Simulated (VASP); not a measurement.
The system is LiCl.

```
Li Cl
1.0
     8.24795    0.00000    0.00000
     0.00000    8.24795    0.00000
     0.00000    0.00000    3.93899
Li Cl
8 8
Cartesian
  5.7019 5.1344 0.0000
  7.2375 6.6700 1.9695
  2.5461 3.1136 0.0000
  1.0104 1.5779 1.9695
  5.1344 2.5461 1.9695
  6.6700 1.0104 0.0000
  3.1136 5.7019 1.9695
  1.5779 7.2375 0.0000
  1.0104 6.6700 1.9695
  2.5461 5.1344 0.0000
  7.2375 1.5779 1.9695
  5.7019 3.1136 0.0000
  1.5779 1.0104 0.0000
  3.1136 2.5461 1.9695
  6.6700 7.2375 0.0000
  5.1344 5.7019 1.9695
```

The cell was built from a structure type or drawn by symmetry, and may not be a known phase.

| Quantity | Value |
| --- | --- |
| Program | VASP 6.6.1 |
| Task | relaxation of cell and atoms |
| Functional | PBE |
| Potentials or basis | VASP PAW PBE potentials, release 64 (Li_sv, Cl) |
| Cutoff | 600 eV |
| k mesh | 2 × 2 × 4 |
| Occupations | gaussian, width 0.1 eV |
| Spin | no spin polarisation |

At the start: pressure 18.9 GPa; volume 16.75 Å³/atom.

Q: Where does the relaxation end?

A: Over 20 steps the energy falls by 427.5 meV/atom and the volume is 22.25 Å³/atom (+32.9 %); space group P4_2/mbc (No. 135, to 0.1 Å) before and after.

The path:
```csv
step,energy change (eV),largest force (eV/Å),pressure (GPa),volume (Å³)
1,0.0000,0.8187,18.94,267.96
2,-5.2815,0.4033,2.82,352.14
3,-5.5852,0.3662,0.80,376.12
4,-5.4061,0.3184,-1.89,427.23
5,-5.6307,0.3485,-0.26,392.21
6,-5.6309,0.3514,-0.08,389.41
7,-5.7083,0.3228,-0.09,388.99
8,-5.9029,0.2460,-0.07,387.73
9,-6.1533,0.1529,-0.01,385.19
10,-6.3440,0.1342,0.08,380.06
11,-6.4921,0.1485,-0.40,380.02
12,-6.6375,0.2184,-1.19,378.33
13,-6.6465,0.1749,-1.07,379.01
14,-6.7516,0.1714,-0.28,362.61
15,-6.7596,0.1784,0.04,357.25
16,-6.7917,0.1174,0.01,357.09
17,-6.8131,0.1056,-0.02,356.86
18,-6.8136,0.1023,-0.02,356.82
19,-6.8310,0.0611,0.00,356.42
20,-6.8397,0.0243,0.02,356.01
```

Final structure:
```yaml
crystal:
  lattice:
    - [8.40432, 0.00000, 0.00000]
    - [0.00000, 8.40432, 0.00000]
    - [0.00000, 0.00000, 5.04031]
  atoms:
    - { symbol: Li, position: [0.63533, 0.64989, 0.00000] }
    - { symbol: Li, position: [0.85011, 0.86467, 0.50000] }
    - { symbol: Li, position: [0.36467, 0.35011, 0.00000] }
    - { symbol: Li, position: [0.14989, 0.13533, 0.50000] }
    - { symbol: Li, position: [0.64989, 0.36467, 0.50000] }
    - { symbol: Li, position: [0.86467, 0.14989, 0.00000] }
    - { symbol: Li, position: [0.35011, 0.63533, 0.50000] }
    - { symbol: Li, position: [0.13533, 0.85011, 0.00000] }
    - { symbol: Cl, position: [0.14436, 0.84158, 0.50000] }
    - { symbol: Cl, position: [0.34158, 0.64436, 0.00000] }
    - { symbol: Cl, position: [0.85564, 0.15842, 0.50000] }
    - { symbol: Cl, position: [0.65842, 0.35564, 0.00000] }
    - { symbol: Cl, position: [0.15842, 0.14436, 0.00000] }
    - { symbol: Cl, position: [0.35564, 0.34158, 0.50000] }
    - { symbol: Cl, position: [0.84158, 0.85564, 0.00000] }
    - { symbol: Cl, position: [0.64436, 0.65842, 0.50000] }
```

Caveat: the cutoff is under 1.25 times the usual one of these potentials, so pressure, stress and relaxed cells hold a basis-set (Pulay) error; the volume moved by over 15 % at a fixed basis, so the end points are rough.
